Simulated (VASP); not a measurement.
# Ga4AsP3 (an interface model) in VASP: notebook, part 2 of 3

VASP 6.6.1. The steps go on from the part before.

### Step 3. Single point, PBEsol

The input, INCAR:

```
  PREC = Accurate
  ENCUT = 520
  EDIFF = 1E-6
  ISMEAR = -1
  SIGMA = 0.05
  LREAL = False
  LASPH = True
  NELM = 60
  ALGO = Normal
  ISIF = 2
  LWAVE = False
  LCHARG = False
  GGA = PS
  NBANDS = 46
```

The input, KPOINTS:

```
Automatic mesh
0
Gamma
  4 3 2
```

The input, POSCAR:

```
Ga4AsP3
1.0
    2.8300000000     -2.8300000000      0.0000000000
    0.0000000000      0.0000000000      5.6600000000
   -5.3692650000     -5.3692650000      0.0000000000
Ga P As
4 3 1
Direct
    0.0220300000      0.9998090000      0.0022870000
    0.9928130000      0.0136050000      0.5059220000
    0.4832280000      0.5074420000      0.7643460000
    0.5077550000      0.5024450000      0.2647450000
    0.9920750000      0.2610850000      0.7590340000
    0.0099820000      0.2390340000      0.2624810000
    0.4850650000      0.7318810000      0.5084970000
    0.4845020000      0.7438210000      0.9988730000
```

Potentials or basis: VASP PAW PBE potentials, release 64 (Ga_d, P, As).

Started as:

```console
$ cat potpaw_PBE.64/Ga_d/POTCAR potpaw_PBE.64/P/POTCAR potpaw_PBE.64/As/POTCAR > POTCAR
$ mpirun -np 1 vasp_std > vasp.out
```

OUTCAR:

```text
PREC = Accurate
   ENCUT = 520
   EDIFF = 1E-6
   ISMEAR = -1
   LREAL = False
   LASPH = True
   NELM = 60
   ISIF = 2
   GGA = PS

 ion  position               nearest neighbor table
   1  0.022  1.000  0.002-   8 2.35   5 2.37   6 2.40   8 2.59
   2  0.993  0.014  0.506-   6 2.25   5 2.38   7 2.53   7 2.58
   3  0.483  0.507  0.764-   8 2.23   7 2.32   5 2.41   5 2.47
   4  0.508  0.502  0.265-   7 2.26   8 2.44   6 2.49   6 2.50
   5  0.992  0.261  0.759-   1 2.37   2 2.38   3 2.41   3 2.47
   6  0.010  0.239  0.262-   2 2.25   1 2.40   4 2.49   4 2.50
   7  0.485  0.732  0.508-   4 2.26   3 2.32   2 2.53   2 2.58
   8  0.485  0.744  0.999-   3 2.23   1 2.35   4 2.44   1 2.59

  LATTYP: Found a simple orthorhombic cell.
 ALAT       =     4.0022243815
 B/A-ratio  =     1.4142135624
 C/A-ratio  =     1.8972667845

  Lattice vectors:

 A1 = (   2.8300000000,  -2.8300000000,   0.0000000000)
 A2 = (   0.0000000000,   0.0000000000,   5.6600000000)
 A3 = (  -5.3692650000,  -5.3692650000,   0.0000000000)

Analysis of symmetry for initial positions (statically):
=====================================================================
 Subroutine PRICEL returns:
 Original cell was already a primitive cell.

 Routine SETGRP: Setting up the symmetry group for a
 simple orthorhombic supercell.

 Subroutine GETGRP returns: Found  1 space group operations
 (whereof  1 operations were pure point group operations)
 out of a pool of  8 trial point group operations.

The static configuration has the point symmetry C_1 .

Analysis of symmetry for dynamics (positions and initial velocities):
=====================================================================
 Subroutine PRICEL returns:
 Original cell was already a primitive cell.

 Routine SETGRP: Setting up the symmetry group for a
 simple orthorhombic supercell.

 Subroutine GETGRP returns: Found  1 space group operations
 (whereof  1 operations were pure point group operations)
 out of a pool of  8 trial point group operations.

The dynamic configuration has the point symmetry C_1 .

 Subroutine INISYM returns: Found  1 space group operations
 (whereof  1 operations are pure point group operations),
 and found     1 'primitive' translations

----------------------------------------------------------------------------------------

                                     Primitive cell

  volume of cell :     172.0076

  direct lattice vectors                    reciprocal lattice vectors
     2.830000000 -2.830000000  0.000000000     0.176678445 -0.176678445  0.000000000
     0.000000000  0.000000000  5.660000000     0.000000000  0.000000000  0.176678445
    -5.369265000 -5.369265000  0.000000000    -0.093122615 -0.093122615  0.000000000

  length of vectors
     4.002224382  5.660000000  7.593287383     0.249861053  0.176678445  0.131695266

  position of ions in fractional coordinates (direct lattice)
     0.022030000  0.999809000  0.002287000
     0.992813000  0.013605000  0.505922000
     0.483228000  0.507442000  0.764346000
     0.507755000  0.502445000  0.264745000
     0.992075000  0.261085000  0.759034000
[... 49 lines left out ...]
  0.500000  0.333333  0.000000      2.000000
  0.000000  0.000000  0.500000      1.000000
  0.250000  0.000000  0.500000      2.000000
  0.500000  0.000000  0.500000      1.000000
  0.000000  0.333333  0.500000      2.000000
  0.250000  0.333333  0.500000      2.000000
  0.250000 -0.333333  0.500000      2.000000
  0.500000  0.333333  0.500000      2.000000
   k-points           NKPTS =     14   k-points in BZ     NKDIM =     14   number of bands    NBANDS=     46
   number of dos      NEDOS =    301   number of ions     NIONS =      8
   total plane-waves  NPLWV =  70560
   dimension x,y,z NGX =    30 NGY =   42 NGZ =   56
   dimension x,y,z NGXF=    60 NGYF=   84 NGZF=  112
   ions per type =               4   3   1
   NGX,Y,Z   is equivalent  to a cutoff of  12.46, 12.34, 12.26 a.u.
   NGXF,Y,Z  is equivalent  to a cutoff of  24.92, 24.67, 24.52 a.u.
 SYSTEM =  unknown system
   PREC   = accura    normal or accurate (medium, high low for compatibility)
   ISTART =      0    job   : 0-new  1-cont  2-samecut
   ICHARG =      2    charge: 1-file 2-atom 10-const
   ISPIN  =      1    spin polarized calculation?
   LNONCOLLINEAR =      F non collinear calculations
   LSORBIT =      F    spin-orbit coupling
   LASPH  =      T    aspherical Exc in radial PAW
   ENCUT  =  520.0 eV  38.22 Ry    6.18 a.u.   7.44 10.52 14.12*2*pi/ulx,y,z
   NELM   =     60;   NELMIN=  2; NELMDL= -5     # of ELM steps
   EDIFF  = 0.1E-05   stopping-criterion for ELM
   LREAL  =      F    real-space projection
   EDIFFG = 0.1E-04   stopping-criterion for IOM
   NSW    =      0    number of steps for IOM
   IBRION =     -1    ionic relax: 0-MD 1-quasi-New 2-CG
   NFREE  =      0    steps in history (QN), initial steepest desc. (CG)
   ISIF   =      2    stress and relaxation
   ISYM   =      2    0-nonsym 1-usesym 2-fastsym
   POTIM  = 0.5000    time-step for ionic-motion
   TEBEG  =    0.0;   TEEND  =   0.0 temperature during run
   PSTRESS=    0.0 pullay stress
   NELECT =      72.0000    total number of electrons
   NUPDOWN=      -1.0000    fix difference up-down
   EMIN   =  10.00;   EMAX   =-10.00  energy-range for DOS
   EFERMI =   0.00;   METHOD = LEGACY
   ISMEAR =    -1;   SIGMA  =   0.05  broadening in eV -4-tet -1-fermi 0-gaus
   EFERMI_NEDOS =   21; number of points for ismear=-14 and -15
   IALGO  =     38    algorithm
   IMIX   =      4    mixing-type and parameters
     AMIX     =   0.40;   BMIX     =  1.00
     AMIX_MAG =   1.60;   BMIX_MAG =  1.00
  volume/ion in A,a.u.               =      21.50       145.10
  Fermi-wavevector in a.u.,A,eV,Ry     =   1.224625  2.314206 20.404742  1.499706
  Thomas-Fermi vector in A             =   2.359693
   LORBIT       =      0    0 simple, 1 ext, 2 COOP (PROOUT), +10 PAW based schemes
   GGA     = PS    functional components
   LHFCALC =     F    Hartree Fock is set to
   AEXX    =    0.0000 exact exchange contribution
   IVDW    =     0    specifies the selected vdW correction
   LEPSILON=     F    determine dielectric tensor
   LRPA    =     F    only Hartree local field effects (RPA)
 non-spin polarized calculation
  energy-cutoff  :      520.00
  volume of cell :      172.01
 maximum number of plane-waves:      4662
 NGX is ok and might be reduce to    30
   NGX = 15   NGY = 21   NGZ = 29

 number of electron      71.9999997 magnetization

 Free energy of the ion-electron system (eV)
  ---------------------------------------------------
  ext. energy  EPLUGINS =         0.00000000
  ---------------------------------------------------
  free energy    TOTEN  =       -37.81223715 eV

  energy without entropy =      -37.81222918  energy(sigma->0) =      -37.81223317

 E-fermi :   4.6944     XC(G=0):  -9.8013

 val. band max:        4.2257472562   @ k =   0.0000   0.0000   0.0000
 cond. band min:       5.1597044740   @ k =   0.0000   0.0000   0.0000
 fundamental gap:      0.9339572178
 Fermi energy:         4.6944030965

 k-point     1 :       0.0000    0.0000    0.0000
  band No.  band energies     occupation
      1     -10.7652      2.00000
      2     -10.6661      2.00000
      3     -10.6298      2.00000
      4     -10.6011      2.00000
      5     -10.5845      2.00000
      6     -10.5771      2.00000
[... 675 lines left out ...]
     45       9.8206      0.00000
     46       9.9848      0.00000

------------------------ aborting loop because EDIFF is reached ----------------------------------------

  FORCE on cell =-STRESS in cart. coord.  units (eV):
  Direction    XX          YY          ZZ          XY          YZ          ZX
  --------------------------------------------------------------------------------------
  -------------------------------------------------------------------------------------
  Total        0.1114991     -0.0530338     -3.2356400      6.1603358     -0.4250519     -1.4609495
  in kB        1.0385662     -0.4939870    -30.1385999     57.3808885     -3.9591762    -13.6081189
  external PRESSURE =      -9.8646736 kB  Pullay stress =       0.0000000 kB

 VOLUME and BASIS-vectors are now :
 -----------------------------------------------------------------------------
  energy-cutoff  :      520.00
  volume of cell :      172.01
      direct lattice vectors                 reciprocal lattice vectors
     2.830000000 -2.830000000  0.000000000     0.176678445 -0.176678445  0.000000000
     0.000000000  0.000000000  5.660000000     0.000000000  0.000000000  0.176678445
    -5.369265000 -5.369265000  0.000000000    -0.093122615 -0.093122615  0.000000000

 POSITION                                       TOTAL-FORCE (eV/Angst)
 -----------------------------------------------------------------------------------
      0.05007     -0.07462      5.65892        -0.934124      0.692530      0.558050
      0.09323     -5.52609      0.07700        -0.630288     -0.465235     -1.402810
     -2.73644     -5.47151      2.87212         1.356759      1.130635     -1.736440
      0.01546     -2.85843      2.84384         0.249474      0.294210     -1.124787
     -1.26788     -6.88303      1.47774        -0.111482      0.095912     -0.124643
     -1.38108     -1.43758      1.35293         0.648267      0.797163      0.992442
     -1.35752     -4.10299      4.14245        -0.121255     -0.409194      1.700208
     -3.99207     -6.73435      4.21003        -0.457350     -2.136021      1.137980
 -----------------------------------------------------------------------------------
    total drift:                               -0.001091     -0.000787     -0.001883

  FREE ENERGIE OF THE ION-ELECTRON SYSTEM (eV)
  ---------------------------------------------------
  free  energy   TOTEN  =       -37.8122371540 eV

  energy  without entropy=      -37.8122291795  energy(sigma->0) =      -37.81223317
```

It took 2.7 min on 1 thread of Intel Xeon 8259CL, shared host; peak memory 0.3 GiB.

Results:

| Item | Value |
| --- | --- |
| Free energy | -37.8122 eV |
| Pressure | -1.0 GPa |
| Largest force | 2.477 eV/Å |
| Band gap on the k mesh | 0.93 eV |

Forces in eV/Å, atoms in the order of the input:
```
Ga  -0.934  0.693  0.558
Ga  -0.630 -0.465 -1.403
Ga   1.357  1.131 -1.736
Ga   0.249  0.294 -1.125
P   -0.111  0.096 -0.125
P    0.648  0.797  0.992
P   -0.121 -0.409  1.700
As  -0.457 -2.136  1.138
```

Stress tensor (GPa, compression positive):
```
 0.10  5.74 -1.36
 5.74 -0.05 -0.40
-1.36 -0.40 -3.01
```

Caveat: the PAW data sets were made with another functional, which shifts forces and pressure a little.

### Step 4. Single point, PBEsol

The input, INCAR:

```
SYSTEM = Ga4AsP3
PREC = Accurate
ENCUT = 520
EDIFF = 1E-7
ISMEAR = -1
SIGMA = 0.05
LREAL = .False.
LASPH = .True.
NELM = 80
ALGO = Normal
ISIF = 2
LWAVE = .False.
LCHARG = .False.
GGA = PS
NBANDS = 46
```

The input, KPOINTS:

```
Automatic mesh
0
Gamma
  4 3 2
  0 0 0
```

POSCAR is that of step 3.

Started as:

```console
$ cat potpaw_PBE.64/Ga_d/POTCAR potpaw_PBE.64/P/POTCAR potpaw_PBE.64/As/POTCAR > POTCAR
$ mpirun -np 1 vasp_std > vasp.out
```

Wall time 3.8 min (1 thread of Intel Xeon 8259CL, shared host); peak memory 0.3 GiB.

The run converged. Its results:

```
Free energy            : -37.8122 eV
Pressure               : -1.0 GPa
Largest force          : 2.477 eV/Å
Band gap on the k mesh : 0.93 eV
```

Forces on the atoms (eV/Å):
```
Ga  -0.934  0.693  0.558
Ga  -0.630 -0.465 -1.403
Ga   1.357  1.131 -1.737
Ga   0.250  0.294 -1.125
P   -0.112  0.096 -0.125
P    0.648  0.797  0.992
P   -0.121 -0.409  1.700
As  -0.457 -2.136  1.138
```

Stress tensor (GPa, compression positive):
```
 0.10  5.74 -1.36
 5.74 -0.05 -0.40
-1.36 -0.40 -3.02
```

Levels at points of the mesh, in eV from the valence-band top:
| k point | band 32 | band 33 | band 34 | band 35 | band 36 | band 37 | band 38 | band 39 | band 40 | band 41 |
| --- | --- | --- | --- | --- | --- | --- | --- | --- | --- | --- |
| (0.00, 0.00, 0.00) | -1.37 | -1.02 | -0.34 | -0.19 | 0.00 | 0.93 | 1.38 | 1.77 | 2.62 | 2.81 |
| (0.50, 0.00, 0.00) | -2.84 | -2.81 | -2.66 | -1.33 | -1.14 | 1.22 | 1.26 | 1.37 | 1.64 | 2.98 |
| (0.00, 0.00, 0.50) | -2.26 | -1.49 | -1.39 | -0.28 | -0.15 | 1.72 | 1.94 | 2.11 | 2.22 | 3.53 |
| (0.50, 0.00, 0.50) | -3.08 | -2.88 | -2.74 | -2.64 | -2.60 | 2.23 | 2.48 | 2.65 | 2.75 | 3.11 |

Caveat: the PAW data sets were made with another functional, which shifts forces and pressure a little.

[end of part 2 of 3]
